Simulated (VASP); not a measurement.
KI:

```
CELL_PARAMETERS angstrom
0.00000 3.54457 3.54457
3.54457 0.00000 3.54457
3.54457 3.54457 0.00000
ATOMIC_POSITIONS crystal
K 0.00000 0.00000 0.00000
I 0.50000 0.50000 0.50000
```

Base run:

```yaml
Program: VASP 6.6.1
Functional: PBE
Potentials_or_basis: VASP PAW PBE potentials, release 64 (K_sv, I)
Cutoff: 520 eV
k_mesh: 4 × 4 × 4
Occupations: gaussian, width 0.01 eV
Spin: no spin polarisation
```

Its results: band gap on the k mesh 3.94 eV; pressure 0.5 GPa.

Problem. The run is repeated on the same cell with these changes: functional from PBE to PBE0. What comes out?

Solution. Band gap on the k mesh 5.64 eV; pressure 0.2 GPa.

Caveats: spin-orbit coupling is left out, which moves the levels of the heavy elements; the PAW data sets were made with another functional, which shifts forces and pressure a little (at least some runs).

